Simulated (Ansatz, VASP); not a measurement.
# Te2Mo: VASP beside Ansatz

```
Te Mo
1.0
     3.56039    0.00000    0.00000
    -1.78020    3.08339    0.00000
     0.00000    0.00000   24.81126
Te Mo
4 2
Direct
  0.33333 0.66667 0.22364
  0.66667 0.33333 0.92063
  0.66667 0.33333 0.77636
  0.33333 0.66667 0.07937
  0.66667 0.33333 0.15154
  0.33333 0.66667 0.84846
```

Alike in both runs: functional LDA; k mesh 9 × 9 × 2; occupations fermi-dirac, width 0.05 eV; no spin polarisation.

|  | VASP | Ansatz |
| --- | --- | --- |
| version | VASP 6.6.1 | Ansatz 0.2.0 |
| potentials or method | VASP PAW LDA potentials, release 64 (Te, Mo_sv), cutoff 520 eV | all-electron LAPW, scalar-relativistic |
| task | single point | band structure |

|  | VASP | Ansatz | Ansatz less VASP |
| --- | --- | --- | --- |
| gap on the k mesh at the Fermi level (eV) | 1.02 | 1.02 | +0.001 |
| least direct gap on the mesh (eV) | 1.02 | 1.02 | +0.001 |
| rms of the force components (eV/Å) | 0.147 | 0.170 | +0.0224 |

LDA's correlation is that of Perdew and Zunger in VASP and of Perdew and Wang (1992) in Ansatz. Atom by atom the forces differ by 0.023 eV/Å (rms over components). Ansatz ran all-electron here, and VASP with PAW potentials.

Spin-orbit coupling is off throughout.
